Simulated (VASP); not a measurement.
# Se in VASP: notebook

The runs below take Se through single point, with PBE.

Everything below comes from runs of VASP 6.6.1. Logs are shortened: lines on timing, memory, paths and dates and some standing lists are left out, and cuts for length are marked.

**1. The cell of the first run**

The cell holds a sheet with vacuum, 3 atoms: a = 3.040 Å, b = 3.040 Å, c = 34.286 Å, α = 90.00°, β = 90.00°, γ = 120.00°.

**2. Single point, PBE**

File INCAR:

```
PREC = Accurate ; ENCUT = 520
EDIFF = 1E-7 ; ISMEAR = 0
SIGMA = 0.1 ; LREAL = F
LASPH = T ; NELM = 100
ALGO = Fast ; ISIF = 2
LWAVE = F ; LCHARG = F
LDIPOL = T ; IDIPOL = 3
DIPOL = 0.5 0.5 0.248 ; GGA = PE
NBANDS = 16
```

File KPOINTS:

```
Automatic mesh
0
Gamma
  18 18 1
```

File POSCAR:

```
Se
1.0
    3.0397553574      0.0000001929      0.0000000000
   -1.5198778458      2.6325052643      0.0000000000
    0.0000000000      0.0000000000     34.2856965367
Se
3
Direct
    1.0000000000      0.0000000000      0.1721000909
    0.0000000000      1.0000000000      0.3237334991
    1.0000000000      0.0000000000      0.2479167950
```

Potentials or basis: VASP PAW PBE potentials, release 64 (Se).

The run is started by

```sh
$ cat potpaw_PBE.64/Se/POTCAR > POTCAR
$ mpirun -np 1 vasp_std > vasp.out
```

OUTCAR:

```text
PREC = Accurate
   ENCUT = 520
   EDIFF = 1E-7
   ISMEAR = 0
   LREAL = F
   LASPH = T
   NELM = 100
   ISIF = 2
   GGA = PE

 ion  position               nearest neighbor table
   1  0.000  0.000  0.172-   3 2.60
   2  0.000  0.000  0.324-   3 2.60
   3  0.000  0.000  0.248-   1 2.60   2 2.60

  LATTYP: Found a hexagonal cell.
 ALAT       =     3.0397553574
 C/A-ratio  =    11.2790973304

  Lattice vectors:

 A1 = (   3.0397553574,   0.0000001929,   0.0000000000)
 A2 = (  -1.5198778458,   2.6325052643,   0.0000000000)
 A3 = (   0.0000000000,   0.0000000000,  34.2856965367)

Analysis of symmetry for initial positions (statically):
=====================================================================
 Subroutine PRICEL returns:
 Original cell was already a primitive cell.

 Routine SETGRP: Setting up the symmetry group for a
 hexagonal supercell.

 Subroutine GETGRP returns: Found 24 space group operations
 (whereof 12 operations were pure point group operations)
 out of a pool of 24 trial point group operations.

The static configuration has the point symmetry C_6v.
 The point group associated with its full space group is D_6h.

Analysis of symmetry for dynamics (positions and initial velocities):
=====================================================================
 Subroutine PRICEL returns:
 Original cell was already a primitive cell.

 Routine SETGRP: Setting up the symmetry group for a
 hexagonal supercell.

 Subroutine GETGRP returns: Found 24 space group operations
 (whereof 12 operations were pure point group operations)
 out of a pool of 24 trial point group operations.

The dynamic configuration has the point symmetry C_6v.
 The point group associated with its full space group is D_6h.

 Subroutine INISYM returns: Found 24 space group operations
 (whereof 12 operations are pure point group operations),
 and found     1 'primitive' translations

----------------------------------------------------------------------------------------

                                     Primitive cell

  volume of cell :     274.3601

  direct lattice vectors                    reciprocal lattice vectors
     3.039755357  0.000000193  0.000000000     0.328973830  0.189933157  0.000000000
    -1.519877846  2.632505264  0.000000000    -0.000000024  0.379866273  0.000000000
     0.000000000  0.000000000 34.285696537     0.000000000  0.000000000  0.029166682

  length of vectors
     3.039755357  3.039755357 34.285696537     0.379866273  0.379866273  0.029166682

  position of ions in fractional coordinates (direct lattice)
     0.000000000  0.000000000  0.172100091
     0.000000000  0.000000000  0.323733499
     0.000000000  0.000000000  0.247916795

  ion indices of the primitive-cell ions
   primitive index   ion index
                 1           1
                 2           2
                 3           3

----------------------------------------------------------------------------------------

 KPOINTS: Automatic mesh

Automatic generation of k-mesh.
 Grid dimensions read from file:
 generate k-points for:   18   18    1

 Generating k-lattice:

  Cartesian coordinates                     Fractional coordinates (reciprocal lattice)
     0.018276324  0.010551842  0.000000000     0.055555556  0.000000000  0.000000000
    -0.000000001  0.021103682  0.000000000     0.000000000  0.055555556  0.000000000
     0.000000000  0.000000000  0.029166682     0.000000000  0.000000000  1.000000000

  Length of vectors
     0.021103682  0.021103682  0.029166682

  Shift w.r.t. Gamma in fractional coordinates (k-lattice)
     0.000000000  0.000000000  0.000000000

 Subroutine IBZKPT returns following result:
 ===========================================

 Found     37 irreducible k-points:

 Following reciprocal coordinates:
            Coordinates               Weight
  0.000000  0.000000  0.000000      1.000000
  0.055556  0.000000  0.000000      6.000000
  0.111111  0.000000  0.000000      6.000000
  0.166667 -0.000000  0.000000      6.000000
  0.222222  0.000000  0.000000      6.000000
  0.277778  0.000000  0.000000      6.000000
[... 16 lines left out ...]
  0.333333  0.111111  0.000000     12.000000
  0.388889  0.111111  0.000000     12.000000
 [... further k-points ...]
   k-points           NKPTS =     37   k-points in BZ     NKDIM =     37   number of bands    NBANDS=     16
   number of dos      NEDOS =    301   number of ions     NIONS =      3
   total plane-waves  NPLWV = 147456
   dimension x,y,z NGX =    24 NGY =   24 NGZ =  256
   dimension x,y,z NGXF=    48 NGYF=   48 NGZF=  512
   ions per type =               3
   NGX,Y,Z   is equivalent  to a cutoff of  13.13, 13.13, 12.41 a.u.
   NGXF,Y,Z  is equivalent  to a cutoff of  26.25, 26.25, 24.83 a.u.
 SYSTEM =  unknown system
   PREC   = accura    normal or accurate (medium, high low for compatibility)
   ISTART =      0    job   : 0-new  1-cont  2-samecut
   ICHARG =      2    charge: 1-file 2-atom 10-const
   ISPIN  =      1    spin polarized calculation?
   LNONCOLLINEAR =      F non collinear calculations
   LSORBIT =      F    spin-orbit coupling
   LASPH  =      T    aspherical Exc in radial PAW
   ENCUT  =  520.0 eV  38.22 Ry    6.18 a.u.   5.65  5.65 63.75*2*pi/ulx,y,z
   NELM   =    100;   NELMIN=  2; NELMDL= -5     # of ELM steps
   EDIFF  = 0.1E-06   stopping-criterion for ELM
   LREAL  =      F    real-space projection
   EDIFFG = 0.1E-05   stopping-criterion for IOM
   NSW    =      0    number of steps for IOM
   IBRION =     -1    ionic relax: 0-MD 1-quasi-New 2-CG
   NFREE  =      0    steps in history (QN), initial steepest desc. (CG)
   ISIF   =      2    stress and relaxation
   ISYM   =      2    0-nonsym 1-usesym 2-fastsym
   POTIM  = 0.5000    time-step for ionic-motion
   TEBEG  =    0.0;   TEEND  =   0.0 temperature during run
   PSTRESS=    0.0 pullay stress
   NELECT =      18.0000    total number of electrons
   NUPDOWN=      -1.0000    fix difference up-down
   EMIN   =  10.00;   EMAX   =-10.00  energy-range for DOS
   EFERMI =   0.00;   METHOD = LEGACY
   ISMEAR =     0;   SIGMA  =   0.10  broadening in eV -4-tet -1-fermi 0-gaus
   EFERMI_NEDOS =   21; number of points for ismear=-14 and -15
   IALGO  =     68    algorithm
   IMIX   =      4    mixing-type and parameters
     AMIX     =   0.40;   BMIX     =  1.00
     AMIX_MAG =   1.60;   BMIX_MAG =  1.00
  volume/ion in A,a.u.               =      91.45       617.16
  Fermi-wavevector in a.u.,A,eV,Ry     =   0.660276  1.247740  5.931652  0.435964
  Thomas-Fermi vector in A             =   1.732673
   LORBIT       =      0    0 simple, 1 ext, 2 COOP (PROOUT), +10 PAW based schemes
   GGA     = PE    functional components
   LHFCALC =     F    Hartree Fock is set to
   AEXX    =    0.0000 exact exchange contribution
   IVDW    =     0    specifies the selected vdW correction
   LEPSILON=     F    determine dielectric tensor
   LRPA    =     F    only Hartree local field effects (RPA)
 non-spin polarized calculation
 RMM-DIIS sequential band-by-band and
 Gauss-broadening in eV      SIGMA  =   0.10
  energy-cutoff  :      520.00
  volume of cell :      274.36
 maximum number of plane-waves:      7459
 NGX is ok and might be reduce to    24
   NGX = 11   NGY = 11   NGZ =127

 dipolmoment           0.000000      0.000000     -0.000004 electrons x Angstroem

 number of electron      18.0000001 magnetization

 dipolmoment           0.000000      0.000000      0.000002 electrons x Angstroem

 Free energy of the ion-electron system (eV)
  ---------------------------------------------------
  ext. energy  EPLUGINS =         0.00000000
  ---------------------------------------------------
  free energy    TOTEN  =        -9.26237595 eV

  energy without entropy =       -9.25719139  energy(sigma->0) =       -9.25978367

 E-fermi :  -2.7463     XC(G=0):  -2.7748

 val. band max:       -2.8103444259   @ k =   0.3889   0.0000   0.0000
 cond. band min:      -2.7187345938   @ k =   0.2778   0.0556   0.0000
 fundamental gap:      0.0916098321
 Fermi energy:        -2.7463325515

 k-point     1 :       0.0000    0.0000    0.0000
  band No.  band energies     occupation
      1     -18.5546      2.00000
      2     -17.3234      2.00000
      3     -16.1666      2.00000
      4      -8.7694      2.00000
      5      -5.6279      2.00000
      6      -2.0068      0.00000
[... 8 lines left out ...]
     15       2.3716      0.00000
     16       2.6993      0.00000

 k-point     2 :       0.0556    0.0000    0.0000
  band No.  band energies     occupation
      1     -18.5042      2.00000
      2     -17.2725      2.00000
      3     -16.1156      2.00000
      4      -8.7218      2.00000
      5      -5.5790      2.00000
      6      -1.9580      0.00000
[... 8 lines left out ...]
     15       2.4386      0.00000
     16       2.7653      0.00000

 k-point     3 :       0.1111    0.0000    0.0000
  band No.  band energies     occupation
      1     -18.3547      2.00000
      2     -17.1215      2.00000
      3     -15.9644      2.00000
      4      -8.5809      2.00000
      5      -5.4346      2.00000
      6      -2.3066      0.00000
[... 8 lines left out ...]
     15       2.6389      0.00000
     16       2.9626      0.00000

 k-point     4 :       0.1667   -0.0000    0.0000
  band No.  band energies     occupation
      1     -18.1115      2.00000
      2     -16.8754      2.00000
      3     -15.7178      2.00000
      4      -8.3531      2.00000
      5      -5.2033      2.00000
      6      -3.5690      2.00000
[... 8 lines left out ...]
     15       2.9727      0.00000
     16       3.2899      0.00000
[... 324 lines left out ...]
 k-point    22 :       0.2778    0.1111    0.0000
  band No.  band energies     occupation
      1     -16.8539      2.00000
      2     -15.5961      2.00000
      3     -14.4320      2.00000
      4      -7.2659      2.00000
      5      -7.2213      2.00000
      6      -6.1765      2.00000
[... 8 lines left out ...]
     15       4.6438      0.00000
     16       4.9652      0.00000

 k-point    23 :       0.3333    0.1111    0.0000
  band No.  band energies     occupation
      1     -16.4622      2.00000
      2     -15.1940      2.00000
      3     -14.0254      2.00000
      4      -8.1225      2.00000
      5      -7.1120      2.00000
      6      -6.8113      2.00000
[... 8 lines left out ...]
     15       5.3169      0.00000
     16       5.3467      0.00000

 k-point    24 :       0.3889    0.1111    0.0000
  band No.  band energies     occupation
      1     -16.1684      2.00000
      2     -14.8905      2.00000
      3     -13.7173      2.00000
      4      -8.7051      2.00000
      5      -7.6578      2.00000
      6      -6.6614      2.00000
[... 8 lines left out ...]
     15       5.1251      0.00000
     16       6.0815      0.00000

 [... further k-points ...]

------------------------ aborting loop because EDIFF is reached ----------------------------------------

 vacuum level on the upper side and lower side of the slab       (xc-potential included)        -0.007        -0.007

  FORCE on cell =-STRESS in cart. coord.  units (eV):
  Direction    XX          YY          ZZ          XY          YZ          ZX
  --------------------------------------------------------------------------------------
  -------------------------------------------------------------------------------------
  Total       -0.0062709     -0.0062709     -0.0202101      0.0000000     -0.0000000     -0.0000000
  in kB       -0.0366201     -0.0366201     -0.1180206      0.0000000     -0.0000000     -0.0000000
  external PRESSURE =      -0.0637536 kB  Pullay stress =       0.0000000 kB

 VOLUME and BASIS-vectors are now :
 -----------------------------------------------------------------------------
  energy-cutoff  :      520.00
  volume of cell :      274.36
      direct lattice vectors                 reciprocal lattice vectors
     3.039755357  0.000000193  0.000000000     0.328973830  0.189933157  0.000000000
    -1.519877846  2.632505264  0.000000000    -0.000000024  0.379866273  0.000000000
     0.000000000  0.000000000 34.285696537     0.000000000  0.000000000  0.029166682

 POSITION                                       TOTAL-FORCE (eV/Angst)
 -----------------------------------------------------------------------------------
      0.00000      0.00000      5.90057         0.000000     -0.000000      0.003758
      0.00000      0.00000     11.09943        -0.000000      0.000000     -0.003758
      0.00000      0.00000      8.50000        -0.000000      0.000000      0.000000
 -----------------------------------------------------------------------------------
    total drift:                               -0.000000     -0.000000      0.000021

  FREE ENERGIE OF THE ION-ELECTRON SYSTEM (eV)
  ---------------------------------------------------
  free  energy   TOTEN  =        -9.2623759494 eV

  energy  without entropy=       -9.2571913884  energy(sigma->0) =       -9.25978367

 vacuum level on the upper side and lower side of the slab         2.311         2.311
```

Wall time 3.4 min (1 thread of Intel Xeon Platinum 8488C (Sapphire Rapids), shared host); peak memory 0.43 GiB.

Results:

- Free energy: -9.2624 eV
- Largest force: 0.004 eV/Å
- Band gap on the k mesh: zero (bands 9 and 10 overlap by 5.54 eV)

Forces in eV/Å, atoms in the order of the input:
```
Se   0.000  0.000  0.004
Se   0.000  0.000 -0.004
Se   0.000  0.000  0.000
```

Levels at points of the mesh, in eV from the Fermi level:
```csv
k point,band 7,band 8,band 9,band 10,band 11,band 12
"(0.00, 0.00, 0.00)",1.87,1.87,2.79,2.79,3.46,3.46
"(0.50, 0.00, 0.00)",-3.85,-0.59,-0.25,0.71,1.46,3.01
```

**3. Single point, PBE**

File INCAR:

```
SYSTEM = Se
PREC     = Accurate       ! precision mode
ENCUT    = 520            ! plane-wave cutoff, eV
EDIFF    = 1E-6           ! SCF threshold, eV
ISMEAR   = 0              ! smearing method
SIGMA    = 0.1            ! smearing width, eV
LREAL    = .False.        ! projectors in reciprocal space
LASPH    = .True.         ! aspherical terms in the spheres
NELM     = 100            ! most SCF steps
ALGO     = Fast           ! electronic algorithm
ISIF     = 2              ! what is computed and relaxed
LWAVE    = .False.        ! write WAVECAR
LCHARG   = .True.         ! write CHGCAR
LDIPOL   = .True.       
IDIPOL   = 3            
DIPOL    = 0.5 0.5 0.248
GGA      = PE             ! functional
LELF     = .True.         ! ELF
LVHAR    = .True.       
LVACPOTAV= .True.       
NBANDS   = 16             ! bands
```

File KPOINTS:

```
Automatic mesh
0
Gamma
  18 18 1
  0 0 0
```

POSCAR is that of step 2.

Potentials or basis: VASP PAW PBE potentials, release 64 (Se).

The run is started by

```sh
$ cat potpaw_PBE.64/Se/POTCAR > POTCAR
$ mpirun -np 1 vasp_std > vasp.out
```

It took 3 min on 1 thread of Intel Xeon Platinum 8488C (Sapphire Rapids), shared host; peak memory 0.44 GiB.

Results (log left out):

| Quantity | Value |
| --- | --- |
| Free energy | -9.2624 eV |
| Largest force | 0.003 eV/Å |
| Band gap on the k mesh | zero (bands 9 and 10 overlap by 5.54 eV) |

Forces on the atoms (eV/Å):
```
Se   0.000  0.000  0.003
Se   0.000  0.000 -0.003
Se   0.000  0.000  0.000
```

Levels at points of the mesh, in eV from the Fermi level:
| k point | band 6 | band 7 | band 8 | band 9 | band 10 | band 11 | band 12 | band 13 |
| --- | --- | --- | --- | --- | --- | --- | --- | --- |
| (0.00, 0.00, 0.00) | 0.74 | 1.87 | 1.87 | 2.79 | 2.79 | 3.46 | 3.46 | 4.55 |
| (0.50, 0.00, 0.00) | -4.30 | -3.85 | -0.59 | -0.25 | 0.71 | 1.46 | 3.01 | 4.47 |
